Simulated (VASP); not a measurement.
# Ni (Fmmm) in VASP: single point with PBEsol

Aim: the single point of Ni with PBEsol.

All numbers are computed with VASP 6.6.1; they aren't measurements. Logs are shortened: lines on timing, memory, paths and dates and some standing lists are left out, and cuts for length are marked.

## Step 1: The cell of the first run

The structure is orthorhombic, space group Fmmm (No. 69). The conventional cell has a = 2.755 Å, b = 3.857 Å, c = 3.935 Å, α = 90.00°, β = 90.00°, γ = 90.00°. Within 3.1 Å of Ni (site symmetry mmm) lie 14 Ni at 2.37 to 2.76 Å.

This isn't the form of Ni at room conditions, which is fcc.

## Step 2: Single point, PBEsol, collinear spin, ferromagnetic start (strain -0.0200 x Voigt [0, 0, 0, 0, 1, 0])

Input file INCAR:

```
SYSTEM = Ni
ALGO     = Fast           ! electronic algorithm
EDIFF    = 1E-7           ! SCF threshold, eV
ENCUT    = 520            ! plane-wave cutoff, eV
GGA      = PS             ! functional
ISIF     = 2              ! what is computed and relaxed
ISMEAR   = 0              ! smearing method
ISPIN    = 2              ! spin polarisation
LASPH    = .TRUE.         ! aspherical terms in the spheres
LCHARG   = .FALSE.        ! write CHGCAR
LMAXMIX  = 4              ! l up to which the mixer works
LORBIT   = 11             ! projections on sites
LREAL    = .FALSE.        ! projectors in reciprocal space
LWAVE    = .FALSE.        ! write WAVECAR
MAGMOM   = 0.6            ! initial moments
NBANDS   = 15             ! bands
NELM     = 150            ! most SCF steps
PREC     = Accurate       ! precision mode
SIGMA    = 0.15           ! smearing width, eV
```

Input file KPOINTS:

```
k-points
0
G
  30 30 30
  0 0 0
```

Input file POSCAR:

```
Ni
1.0
   -1.3913131587      1.3775377809      1.3913131587
    1.3637624031     -1.3775377809      1.3637624031
    1.3913131587      1.3775377809     -1.3913131587
Ni
1
Direct
    0.0000000000      0.0000000000      0.0000000000
```

Potentials or basis: VASP PAW PBE potentials, release 64 (Ni).

Run with:

```
$ cat potpaw_PBE.64/Ni/POTCAR > POTCAR
$ mpirun -np 1 vasp_std > vasp.out
```

OUTCAR:

```text
SYSTEM = Ni
   EDIFF = 1E-7
   ENCUT = 520
   GGA = PS
   ISIF = 2
   ISMEAR = 0
   ISPIN = 2
   LASPH = .TRUE.
   LORBIT = 11
   LREAL = .FALSE.
   NELM = 150
   PREC = Accurate

 ion  position               nearest neighbor table
   1  0.000  0.000  0.000-

  LATTYP: Found a face centered orthorhombic cell.
 ALAT       =     2.7550755618
 B/A-ratio  =     1.4000714268
 C/A-ratio  =     1.4283556980

  Lattice vectors:

 A1 = (   2.7550755618,   0.0000000000,  -0.0275507556)
 A2 = (   1.3913131587,   1.3775377809,  -1.3913131587)
 A3 = (   1.3637624031,   1.3775377809,   1.3637624031)

Analysis of symmetry for initial positions (statically):
=====================================================================
 Subroutine PRICEL returns:
 Original cell was already a primitive cell.

 Routine SETGRP: Setting up the symmetry group for a
 face centered orthorhombic supercell.

 Subroutine GETGRP returns: Found  8 space group operations
 (whereof  8 operations were pure point group operations)
 out of a pool of  8 trial point group operations.

The static configuration has the point symmetry D_2h.

Analysis of symmetry for dynamics (positions and initial velocities):
=====================================================================
 Subroutine PRICEL returns:
 Original cell was already a primitive cell.

 Routine SETGRP: Setting up the symmetry group for a
 face centered orthorhombic supercell.

 Subroutine GETGRP returns: Found  8 space group operations
 (whereof  8 operations were pure point group operations)
 out of a pool of  8 trial point group operations.

The dynamic configuration has the point symmetry D_2h.

Analysis of structural, dynamic, and magnetic symmetry:
=====================================================================
 Subroutine PRICEL returns:
 Original cell was already a primitive cell.

 Routine SETGRP: Setting up the symmetry group for a
 face centered orthorhombic supercell.

 Subroutine GETGRP returns: Found  8 space group operations
 (whereof  8 operations were pure point group operations)
 out of a pool of  8 trial point group operations.

The overall configuration has the point symmetry D_2h.

 Subroutine INISYM returns: Found  8 space group operations
 (whereof  8 operations are pure point group operations),
 and found     1 'primitive' translations

----------------------------------------------------------------------------------------

                                     Primitive cell

  volume of cell :      10.4551

[... 129 lines left out ...]
  ---------------------------------------------------
  ext. energy  EPLUGINS =         0.00000000
  ---------------------------------------------------
  free energy    TOTEN  =        -6.04077236 eV

  energy without entropy =       -6.02206210  energy(sigma->0) =       -6.03141723

 E-fermi :   9.6207     XC(G=0): -13.6682

 val. band max:        9.6205254682   @ k =  -0.1000   0.4000   0.0333
 cond. band min:       9.6208168060   @ k =   0.2000  -0.2000   0.1667
 fundamental gap:      0.0002913378
 Fermi energy:         9.6206557515

 spin component 1

 k-point     1 :       0.0000    0.0000    0.0000
  band No.  band energies     occupation
      1       0.4190      1.00000
      2       7.1795      1.00000
      3       7.2617      1.00000
      4       7.3513      1.00000
      5       8.7524      1.00000
      6       8.7564      1.00000
      7      36.1541      0.00000
      8      36.4793      0.00000
      9      36.7598      0.00000
     10      41.4895      0.00000
     11      41.6416      0.00000
     12      42.5819      0.00000
     13      42.9945      0.00000
     14      43.4670      0.00000
[... 403 lines left out ...]
      4       8.3840      1.00000
      5       8.5059      1.00000
      6       8.8214      1.00000
      7      25.7263      0.00000
      8      31.8274      0.00000
      9      33.7371      0.00000
     10      35.1950      0.00000
     11      38.4797      0.00000
     12      41.9257      0.00000
     13      45.9567      0.00000
     14      49.7120      0.00000
     15      53.5613      0.00000

 [... further k-points ...]

 Fermi energy:         9.6206557515

 spin component 2

 k-point     1 :       0.0000    0.0000    0.0000
  band No.  band energies     occupation
      1       0.4265      1.00000
      2       7.7697      1.00000
      3       7.8557      1.00000
      4       7.9498      1.00000
      5       9.2200      0.99992
      6       9.2236      0.99991
      7      36.0929      0.00000
      8      36.4180      0.00000
      9      36.6999      0.00000
     10      41.4697      0.00000
     11      41.6084      0.00000
     12      42.7494      0.00000
     13      43.1611      0.00000
     14      43.6326      0.00000
[... 403 lines left out ...]
      4       8.9915      1.00000
      5       9.0184      1.00000
      6       9.2944      0.99895
      7      25.8486      0.00000
      8      31.8193      0.00000
      9      33.8701      0.00000
     10      35.2693      0.00000
     11      38.5679      0.00000
     12      41.9478      0.00000
     13      46.0012      0.00000
     14      49.7682      0.00000
     15      53.6873      0.00000

 [... further k-points ...]

------------------------ aborting loop because EDIFF is reached ----------------------------------------

  FORCE on cell =-STRESS in cart. coord.  units (eV):
  Direction    XX          YY          ZZ          XY          YZ          ZX
  --------------------------------------------------------------------------------------
  -------------------------------------------------------------------------------------
  Total        0.0104049      0.0163665      0.0104049      0.0000000      0.0000000      0.2215321
  in kB        1.5944814      2.5080728      1.5944814      0.0000000      0.0000000     33.9484680
  external PRESSURE =       1.8990119 kB  Pullay stress =       0.0000000 kB

 VOLUME and BASIS-vectors are now :
 -----------------------------------------------------------------------------
  energy-cutoff  :      520.00
  volume of cell :       10.46
      direct lattice vectors                 reciprocal lattice vectors
    -1.391313159  1.377537781  1.391313159     0.003630028  0.362966451  0.363002752
     1.363762403 -1.377537781  1.363762403     0.366632779  0.000000000  0.366632779
     1.391313159  1.377537781 -1.391313159     0.363002752  0.362966451  0.003630028

 POSITION                                       TOTAL-FORCE (eV/Angst)
 -----------------------------------------------------------------------------------
      0.00000      0.00000      0.00000        -0.000000      0.000000     -0.000000
 -----------------------------------------------------------------------------------
    total drift:                                0.000000     -0.000000      0.000000

  FREE ENERGIE OF THE ION-ELECTRON SYSTEM (eV)
  ---------------------------------------------------
  free  energy   TOTEN  =        -6.0407723551 eV

  energy  without entropy=       -6.0220621049  energy(sigma->0) =       -6.03141723

 total charge

# of ion       s       p       d       tot
------------------------------------------
    1        0.511   0.530   8.351   9.392

 magnetization (x)

# of ion       s       p       d       tot
------------------------------------------
    1       -0.004  -0.015   0.531   0.513
```

OSZICAR:

```text
N       E                     dE             d eps       ncg     rms          rms(c)
DAV:   1     0.319240230257E+02    0.31924E+02   -0.42034E+03239567   0.864E+02
DAV:   2    -0.580121138382E+01   -0.37725E+02   -0.35125E+02255261   0.163E+02
DAV:   3    -0.718519710276E+01   -0.13840E+01   -0.13656E+01276521   0.304E+01
DAV:   4    -0.719307631586E+01   -0.78792E-02   -0.78777E-02273229   0.220E+00
DAV:   5    -0.719316124076E+01   -0.84925E-04   -0.84923E-04281038   0.204E-01    0.107E+01
RMM:   6    -0.635262381789E+01    0.84054E+00   -0.17022E+00305220   0.137E+01    0.593E+00
RMM:   7    -0.606705257509E+01    0.28557E+00   -0.18717E-01300288   0.447E+00    0.214E+00
RMM:   8    -0.604309403678E+01    0.23959E-01   -0.39601E-03345743   0.398E-01    0.877E-01
RMM:   9    -0.604128905641E+01    0.18050E-02   -0.61215E-04343353   0.221E-01    0.268E-01
RMM:  10    -0.604076811102E+01    0.52095E-03   -0.34047E-04328186   0.192E-01    0.519E-02
RMM:  11    -0.604077312304E+01   -0.50120E-05   -0.56601E-05342525   0.485E-02    0.181E-02
RMM:  12    -0.604077191828E+01    0.12048E-05   -0.10486E-05348206   0.230E-02    0.683E-03
RMM:  13    -0.604077209953E+01   -0.18125E-06   -0.19063E-06347064   0.919E-03    0.335E-03
RMM:  14    -0.604077232116E+01   -0.22163E-06   -0.30996E-07296033   0.350E-03    0.120E-03
RMM:  15    -0.604077235510E+01   -0.33940E-07   -0.45377E-08233437   0.151E-03
   1 F= -.60407724E+01 E0= -.60314172E+01  d E =-.187103E-01  mag=     0.5096
```

Run time: 29 min. Hardware: 1 thread of Oxide Virtual Turin-like, shared host; peak memory 0.89 GiB.

What came out:

* Free energy: -6.0408 eV
* Pressure: 0.2 GPa
* Net moment: 0.51 μB per cell
* Site moments: Ni +0.51 μB
* Valence electrons inside the program's atomic spheres: Ni 9.39

Caveat: the cell differs from its parent crystal (strain -0.0200 x Voigt [0, 0, 0, 0, 1, 0]); the PAW data sets were made with another functional, which shifts forces and pressure a little.
